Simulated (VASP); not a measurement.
# MgH2 (P4_122) in VASP: further runs

Aim: see how the results for MgH2 move with the level of theory and the settings. Levels: PBE, PBEsol. Tasks: density of states.

Everything below comes from runs of VASP 6.6.1. Logs are shortened: lines on timing, memory, paths and dates and some standing lists are left out, and cuts for length are marked.

## Step 1: The cell of the first run

The structure is tetragonal, space group P4_122 (No. 91). Conventional cell: a = 6.796 Å, b = 6.796 Å, c = 5.414 Å, α = 90.00°, β = 90.00°, γ = 90.00°. Mg (site symmetry 2) has 4 H at 1.82 Å within 2.4 Å. H (site symmetry 2) has 2 Mg at 1.82 Å within 2.4 Å. H (site symmetry 2) has 2 Mg at 1.82 Å within 2.4 Å.

## Step 2: Density of states, PBE

POSCAR

```
MgH2
1.0
    6.7960980349      0.0000000000      0.0000000000
    0.0000000000      6.7960980349      0.0000000000
    0.0000000000      0.0000000000      5.4135413793
Mg H
4 8
Direct
    0.3480706665      0.0000000000      0.7500000000
    0.6519293335      0.0000000000      0.2500000000
    0.0000000000      0.3480706665      0.0000000000
    0.0000000000      0.6519293335      0.5000000000
    0.5000000000      0.0952116628      0.5000000000
    0.5000000000      0.9047883372      0.0000000000
    0.1960824300      0.1960824300      0.8750000000
    0.1960824300      0.8039175700      0.6250000000
    0.8039175700      0.1960824300      0.1250000000
    0.8039175700      0.8039175700      0.3750000000
    0.9047883372      0.5000000000      0.7500000000
    0.0952116628      0.5000000000      0.2500000000
```

INCAR.step1

```
SYSTEM = MgH2
PREC     = Accurate       ! precision mode
ENCUT    = 520            ! plane-wave cutoff, eV
EDIFF    = 1E-6           ! SCF threshold, eV
ISMEAR   = 0              ! smearing method
SIGMA    = 0.02           ! smearing width, eV
LREAL    = .FALSE.        ! projectors in reciprocal space
LASPH    = .TRUE.         ! aspherical terms in the spheres
NELM     = 60             ! most SCF steps
ALGO     = Normal         ! electronic algorithm
ISIF     = 2              ! what is computed and relaxed
LWAVE    = .FALSE.        ! write WAVECAR
LCHARG   = .TRUE.         ! write CHGCAR
GGA      = PE             ! functional
NBANDS   = 20             ! bands
```

KPOINTS.step1

```
regular mesh
0
G
  4 4 4
  0 0 0
```

INCAR.step2

```
SYSTEM = MgH2
PREC     = Accurate       ! precision mode
ENCUT    = 520            ! plane-wave cutoff, eV
EDIFF    = 1E-6           ! SCF threshold, eV
ISMEAR   = -5             ! smearing method
SIGMA    = 0.02           ! smearing width, eV
LREAL    = .FALSE.        ! projectors in reciprocal space
LASPH    = .TRUE.         ! aspherical terms in the spheres
NELM     = 60             ! most SCF steps
ALGO     = Normal         ! electronic algorithm
ISIF     = 2              ! what is computed and relaxed
LWAVE    = .FALSE.        ! write WAVECAR
LCHARG   = .FALSE.        ! write CHGCAR
GGA      = PE             ! functional
LORBIT   = 11             ! projections on sites
NBANDS   = 20             ! bands
NEDOS    = 2001           ! points of the DOS
ICHARG   = 11             ! starting density
```

KPOINTS.step2

```
regular mesh
0
G
  6 6 6
  0 0 0
```

Potentials or basis: VASP PAW PBE potentials, release 64 (Mg, H).

On the command line:

```bash
> cat potpaw_PBE.64/Mg/POTCAR potpaw_PBE.64/H/POTCAR > POTCAR
> cp INCAR.step1 INCAR
> cp KPOINTS.step1 KPOINTS
> mpirun -np 1 vasp_std > vasp.out
> cp INCAR.step2 INCAR
> cp KPOINTS.step2 KPOINTS
> mpirun -np 1 vasp_std > vasp.out
```

OUTCAR:

```text
SYSTEM = MgH2
   PREC = Accurate
   ENCUT = 520
   EDIFF = 1E-6
   ISMEAR = -5
   LREAL = .FALSE.
   LASPH = .TRUE.
   NELM = 60
   ISIF = 2
   GGA = PE
   LORBIT = 11
   ICHARG = 11

 ion  position               nearest neighbor table
   1  0.348  0.000  0.750-   7 1.82   8 1.82   5 1.82   6 1.82   2 3.40   2 3.40   4 3.61   3 3.61

   2  0.652  0.000  0.250-   9 1.82  10 1.82   5 1.82   6 1.82   1 3.40   1 3.40   4 3.61   3 3.61

   3  0.000  0.348  0.000-   7 1.82   9 1.82  11 1.82  12 1.82   4 3.40   4 3.40   1 3.61   2 3.61

   4  0.000  0.652  0.500-   8 1.82  10 1.82  11 1.82  12 1.82   3 3.40   3 3.40   1 3.61   2 3.61

   5  0.500  0.095  0.500-   1 1.82   2 1.82
   6  0.500  0.905  0.000-   1 1.82   2 1.82
   7  0.196  0.196  0.875-   1 1.82   3 1.82
   8  0.196  0.804  0.625-   1 1.82   4 1.82
   9  0.804  0.196  0.125-   2 1.82   3 1.82
  10  0.804  0.804  0.375-   2 1.82   4 1.82
  11  0.905  0.500  0.750-   3 1.82   4 1.82
  12  0.095  0.500  0.250-   3 1.82   4 1.82

  LATTYP: Found a simple tetragonal cell.
 ALAT       =     6.7960980349
 C/A-ratio  =     0.7965661107

  Lattice vectors:

 A1 = (   6.7960980349,   0.0000000000,   0.0000000000)
 A2 = (   0.0000000000,   6.7960980349,   0.0000000000)
 A3 = (   0.0000000000,   0.0000000000,   5.4135413793)

Analysis of symmetry for initial positions (statically):
=====================================================================
 Subroutine PRICEL returns:
 Original cell was already a primitive cell.

 Routine SETGRP: Setting up the symmetry group for a
 simple tetragonal supercell.

 Subroutine GETGRP returns: Found  8 space group operations
 (whereof  2 operations were pure point group operations)
 out of a pool of 16 trial point group operations.

The static configuration has the point symmetry C_2 .
 The point group associated with its full space group is D_4 .

Analysis of symmetry for dynamics (positions and initial velocities):
=====================================================================
 Subroutine PRICEL returns:
 Original cell was already a primitive cell.

 Routine SETGRP: Setting up the symmetry group for a
 simple tetragonal supercell.

 Subroutine GETGRP returns: Found  8 space group operations
 (whereof  2 operations were pure point group operations)
 out of a pool of 16 trial point group operations.

The dynamic configuration has the point symmetry C_2 .
 The point group associated with its full space group is D_4 .

 Subroutine INISYM returns: Found  8 space group operations
 (whereof  2 operations are pure point group operations),
 and found     1 'primitive' translations

----------------------------------------------------------------------------------------

                                     Primitive cell

  volume of cell :     250.0350

  direct lattice vectors                    reciprocal lattice vectors
     6.796098035  0.000000000  0.000000000     0.147143257  0.000000000  0.000000000
     0.000000000  6.796098035  0.000000000     0.000000000  0.147143257  0.000000000
     0.000000000  0.000000000  5.413541379     0.000000000  0.000000000  0.184721965

  length of vectors
     6.796098035  6.796098035  5.413541379     0.147143257  0.147143257  0.184721965

  position of ions in fractional coordinates (direct lattice)
     0.348070666  0.000000000  0.750000000
     0.651929334  0.000000000  0.250000000
     0.000000000  0.348070666  0.000000000
     0.000000000  0.651929334  0.500000000
     0.500000000  0.095211663  0.500000000
     0.500000000  0.904788337  0.000000000
     0.196082430  0.196082430  0.875000000
     0.196082430  0.803917570  0.625000000
     0.803917570  0.196082430  0.125000000
     0.803917570  0.803917570  0.375000000
     0.904788337  0.500000000  0.750000000
     0.095211663  0.500000000  0.250000000

  ion indices of the primitive-cell ions
   primitive index   ion index
                 1           1
                 2           2
                 3           3
                 4           4
                 5           5
                 6           6
                 7           7
                 8           8
                 9           9
                10          10
                11          11
                12          12

----------------------------------------------------------------------------------------

 KPOINTS: regular mesh

Automatic generation of k-mesh.
 Grid dimensions read from file:
 generate k-points for:    6    6    6

 Generating k-lattice:

  Cartesian coordinates                     Fractional coordinates (reciprocal lattice)
     0.024523876  0.000000000  0.000000000     0.166666667  0.000000000  0.000000000
     0.000000000  0.024523876  0.000000000     0.000000000  0.166666667  0.000000000
     0.000000000  0.000000000  0.030786994     0.000000000  0.000000000  0.166666667

  Length of vectors
     0.024523876  0.024523876  0.030786994

  Shift w.r.t. Gamma in fractional coordinates (k-lattice)
     0.000000000  0.000000000  0.000000000

 TETIRR: Found    324 inequivalent tetrahedra from     1296

 Subroutine IBZKPT returns following result:
 ===========================================

 Found     40 irreducible k-points:

 Following reciprocal coordinates:
            Coordinates               Weight
  0.000000  0.000000  0.000000      1.000000
  0.166667  0.000000  0.000000      4.000000
  0.333333  0.000000  0.000000      4.000000
  0.500000  0.000000  0.000000      2.000000
  0.166667  0.166667  0.000000      4.000000
  0.333333  0.166667  0.000000      8.000000
[... 16 lines left out ...]
  0.333333  0.000000  0.333333      8.000000
  0.500000  0.000000  0.333333      4.000000
 [... further k-points ...]
   k-points           NKPTS =     40   k-points in BZ     NKDIM =     40   number of bands    NBANDS=     20
   number of dos      NEDOS =   2001   number of ions     NIONS =     12
   total plane-waves  NPLWV = 116640
   dimension x,y,z NGX =    54 NGY =   54 NGZ =   40
   dimension x,y,z NGXF=   108 NGYF=  108 NGZF=   80
   ions per type =               4   8
   NGX,Y,Z   is equivalent  to a cutoff of  13.21, 13.21, 12.28 a.u.
   NGXF,Y,Z  is equivalent  to a cutoff of  26.42, 26.42, 24.57 a.u.
 SYSTEM =  MgH2
   PREC   = accura    normal or accurate (medium, high low for compatibility)
   ISTART =      0    job   : 0-new  1-cont  2-samecut
   ICHARG =     11    charge: 1-file 2-atom 10-const
   ISPIN  =      1    spin polarized calculation?
   LNONCOLLINEAR =      F non collinear calculations
   LSORBIT =      F    spin-orbit coupling
   LASPH  =      T    aspherical Exc in radial PAW
   ENCUT  =  520.0 eV  38.22 Ry    6.18 a.u.  12.64 12.64 10.07*2*pi/ulx,y,z
   NELM   =     60;   NELMIN=  2; NELMDL=  0     # of ELM steps
   EDIFF  = 0.1E-05   stopping-criterion for ELM
   LREAL  =      F    real-space projection
   EDIFFG = 0.1E-04   stopping-criterion for IOM
   NSW    =      0    number of steps for IOM
   IBRION =     -1    ionic relax: 0-MD 1-quasi-New 2-CG
   NFREE  =      0    steps in history (QN), initial steepest desc. (CG)
   ISIF   =      2    stress and relaxation
   ISYM   =      2    0-nonsym 1-usesym 2-fastsym
   POTIM  = 0.5000    time-step for ionic-motion
   TEBEG  =    0.0;   TEEND  =   0.0 temperature during run
   PSTRESS=    0.0 pullay stress
   NELECT =      16.0000    total number of electrons
   NUPDOWN=      -1.0000    fix difference up-down
   EMIN   =  10.00;   EMAX   =-10.00  energy-range for DOS
   EFERMI =   0.00;   METHOD = LEGACY
   ISMEAR =    -5;   SIGMA  =   0.02  broadening in eV -4-tet -1-fermi 0-gaus
   EFERMI_NEDOS =   21; number of points for ismear=-14 and -15
   IALGO  =     38    algorithm
   IMIX   =      4    mixing-type and parameters
     AMIX     =   0.40;   BMIX     =  1.00
     AMIX_MAG =   1.60;   BMIX_MAG =  1.00
  volume/ion in A,a.u.               =      20.84       140.61
  Fermi-wavevector in a.u.,A,eV,Ry     =   0.654809  1.237409  5.833834  0.428775
  Thomas-Fermi vector in A             =   1.725485
   LORBIT       =     11    0 simple, 1 ext, 2 COOP (PROOUT), +10 PAW based schemes
   GGA     = PE    functional components
   LHFCALC =     F    Hartree Fock is set to
   AEXX    =    0.0000 exact exchange contribution
   IVDW    =     0    specifies the selected vdW correction
   LEPSILON=     F    determine dielectric tensor
   LRPA    =     F    only Hartree local field effects (RPA)
 non-spin polarized calculation
 Fermi weights with tetrahedron method with Bloechl corrections
  energy-cutoff  :      520.00
  volume of cell :      250.03
 maximum number of plane-waves:      6764
 NGX is ok and might be reduce to    54

 number of electron      16.0000000 magnetization

 Free energy of the ion-electron system (eV)
  ---------------------------------------------------
  ext. energy  EPLUGINS =         0.00000000
  ---------------------------------------------------
  free energy    TOTEN  =       -33.89309559 eV

  energy without entropy =      -33.89309559  energy(sigma->0) =      -33.89309559

 E-fermi :  -3.8975     XC(G=0):  -5.5725

 val. band max:       -3.9026487122   @ k =   0.5000   0.5000   0.1667
 cond. band min:       1.2153132367   @ k =   0.5000   0.0000   0.5000
 fundamental gap:      5.1179619489
 Fermi energy:        -3.8974784252

 k-point     1 :       0.0000    0.0000    0.0000
  band No.  band energies     occupation
      1      -7.2974      2.00000
      2      -5.8427      2.00000
      3      -5.1290      2.00000
      4      -5.1290      2.00000
      5      -4.0678      2.00000
      6      -4.0584      2.00000
[... 12 lines left out ...]
     19       4.3248      0.00000
     20       4.4447      0.00000
[... 507 lines left out ...]
 k-point    24 :       0.5000    0.0000    0.3333
  band No.  band energies     occupation
      1      -6.5691      2.00000
      2      -6.3372      2.00000
      3      -5.4037      2.00000
      4      -5.1077      2.00000
      5      -4.2497      2.00000
      6      -4.2111      2.00000
[... 12 lines left out ...]
     19       5.2954      0.00000
     20       5.5640      0.00000

 [... further k-points ...]

------------------------ aborting loop because EDIFF is reached ----------------------------------------

  FORCE on cell =-STRESS in cart. coord.  units (eV):
  Direction    XX          YY          ZZ          XY          YZ          ZX
  --------------------------------------------------------------------------------------
  -------------------------------------------------------------------------------------
  Total       -0.1242447     -0.1242447     -0.1307002      0.0000000      0.0000000      0.0000000
  in kB       -0.7961371     -0.7961371     -0.8375022      0.0000000      0.0000000      0.0000000
  external PRESSURE =      -0.8099255 kB  Pullay stress =       0.0000000 kB

 VOLUME and BASIS-vectors are now :
 -----------------------------------------------------------------------------
  energy-cutoff  :      520.00
  volume of cell :      250.03
      direct lattice vectors                 reciprocal lattice vectors
     6.796098035  0.000000000  0.000000000     0.147143257  0.000000000  0.000000000
     0.000000000  6.796098035  0.000000000     0.000000000  0.147143257  0.000000000
     0.000000000  0.000000000  5.413541379     0.000000000  0.000000000  0.184721965

 POSITION                                       TOTAL-FORCE (eV/Angst)
 -----------------------------------------------------------------------------------
      2.36552      0.00000      4.06016        -0.007045     -0.000000      0.000000
      4.43058      0.00000      1.35339         0.007045     -0.000000     -0.000000
      0.00000      2.36552      0.00000        -0.000000     -0.007045     -0.000000
      0.00000      4.43058      2.70677        -0.000000      0.007045     -0.000000
      3.39805      0.64707      2.70677        -0.000000      0.000100      0.000000
      3.39805      6.14903      0.00000        -0.000000     -0.000100     -0.000000
      1.33260      1.33260      4.73685         0.000463      0.000463     -0.000000
      1.33260      5.46350      3.38346         0.000463     -0.000463      0.000000
      5.46350      1.33260      0.67669        -0.000463      0.000463     -0.000000
      5.46350      5.46350      2.03008        -0.000463     -0.000463     -0.000000
      6.14903      3.39805      4.06016        -0.000100     -0.000000     -0.000000
      0.64707      3.39805      1.35339         0.000100     -0.000000     -0.000000
 -----------------------------------------------------------------------------------
    total drift:                               -0.000000      0.000000      0.000000

  FREE ENERGIE OF THE ION-ELECTRON SYSTEM (eV)
  ---------------------------------------------------
  free  energy   TOTEN  =       -33.8930955903 eV

  energy  without entropy=      -33.8930955903  energy(sigma->0) =      -33.89309559

 total charge

# of ion       s       p       d       tot
------------------------------------------
    1        0.175   0.152   0.029   0.357
    2        0.175   0.152   0.029   0.357
    3        0.175   0.152   0.029   0.357
    4        0.175   0.152   0.029   0.357
    5        0.569   0.001   0.000   0.570
    6        0.569   0.001   0.000   0.570
    7        0.573   0.001   0.000   0.574
    8        0.573   0.001   0.000   0.574
    9        0.573   0.001   0.000   0.574
   10        0.573   0.001   0.000   0.574
   11        0.569   0.001   0.000   0.570
   12        0.569   0.001   0.000   0.570
--------------------------------------------------
tot          5.269   0.618   0.118   6.004
```

Wall time 4.1 min (1 thread of Oxide Virtual Turin-like, shared host); peak memory 0.37 GiB.

Results:

- Valence electrons inside the program's atomic spheres: Mg 0.36; H 0.57

Levels at points of the mesh, in eV from the valence-band top:
```
           k point  band 6  band 7  band 8  band 9  band 10  band 11
(0.00, 0.00, 0.00)   -0.16   -0.16   -0.12    5.87     6.00     6.00
(0.50, 0.00, 0.00)   -0.20   -0.15   -0.07    5.60     5.73     5.99
(0.50, 0.50, 0.00)   -0.08   -0.03   -0.03    5.27     5.75     6.04
(0.00, 0.00, 0.50)   -0.36   -0.27   -0.27    5.61     5.61     6.13
(0.50, 0.00, 0.50)   -0.33   -0.14   -0.14    5.12     5.12     5.98
(0.50, 0.50, 0.50)   -0.45   -0.18   -0.18    5.62     5.62     6.00
```

## Step 3: Density of states, PBEsol

POSCAR is that of step 2.

INCAR.step1

```
PREC     = Accurate       # precision mode
ENCUT    = 520            # plane-wave cutoff, eV
EDIFF    = 1E-6           # SCF threshold, eV
ISMEAR   = 0              # smearing method
SIGMA    = 0.02           # smearing width, eV
LREAL    = False          # projectors in reciprocal space
LASPH    = True           # aspherical terms in the spheres
NELM     = 100            # most SCF steps
ALGO     = Normal         # electronic algorithm
ISIF     = 2              # what is computed and relaxed
LWAVE    = False          # write WAVECAR
LCHARG   = True           # write CHGCAR
GGA      = PS             # functional
NBANDS   = 20             # bands
```

KPOINTS.step1

```
Automatic mesh
0
Gamma
  4 4 4
```

INCAR.step2

```
PREC     = Accurate       # precision mode
ENCUT    = 520            # plane-wave cutoff, eV
EDIFF    = 1E-6           # SCF threshold, eV
ISMEAR   = -5             # smearing method
SIGMA    = 0.02           # smearing width, eV
LREAL    = False          # projectors in reciprocal space
LASPH    = True           # aspherical terms in the spheres
NELM     = 100            # most SCF steps
ALGO     = Normal         # electronic algorithm
ISIF     = 2              # what is computed and relaxed
LWAVE    = False          # write WAVECAR
LCHARG   = False          # write CHGCAR
GGA      = PS             # functional
LORBIT   = 11             # projections on sites
NBANDS   = 20             # bands
NEDOS    = 1001           # points of the DOS
ICHARG   = 11             # starting density
```

KPOINTS.step2

```
Automatic mesh
0
Gamma
  6 6 6
```

Potentials or basis: VASP PAW PBE potentials, release 64 (Mg, H).

On the command line:

```bash
> cat potpaw_PBE.64/Mg/POTCAR potpaw_PBE.64/H/POTCAR > POTCAR
> cp INCAR.step1 INCAR
> cp KPOINTS.step1 KPOINTS
> mpirun -np 1 vasp_std > vasp.out
> cp INCAR.step2 INCAR
> cp KPOINTS.step2 KPOINTS
> mpirun -np 1 vasp_std > vasp.out
```

Run time: 4.4 min. Hardware: 1 thread of Oxide Virtual Turin-like, shared host; peak memory 0.37 GiB.

Results (log left out):

```
Valence electrons inside the program's atomic spheres : Mg 0.36; H 0.56
```

Levels at points of the mesh, in eV from the valence-band top:
```
           k point  band 6  band 7  band 8  band 9  band 10  band 11
(0.00, 0.00, 0.00)   -0.17   -0.17   -0.13    5.75     5.83     5.83
(0.50, 0.00, 0.00)   -0.21   -0.15   -0.08    5.48     5.55     5.80
(0.50, 0.50, 0.00)   -0.09   -0.04   -0.04    5.12     5.57     5.98
(0.00, 0.00, 0.50)   -0.38   -0.28   -0.28    5.42     5.42     5.98
(0.50, 0.00, 0.50)   -0.35   -0.15   -0.15    4.94     4.94     5.81
(0.50, 0.50, 0.50)   -0.48   -0.19   -0.19    5.46     5.46     5.88
```

Caveat: the PAW data sets were made with another functional, which shifts forces and pressure a little.
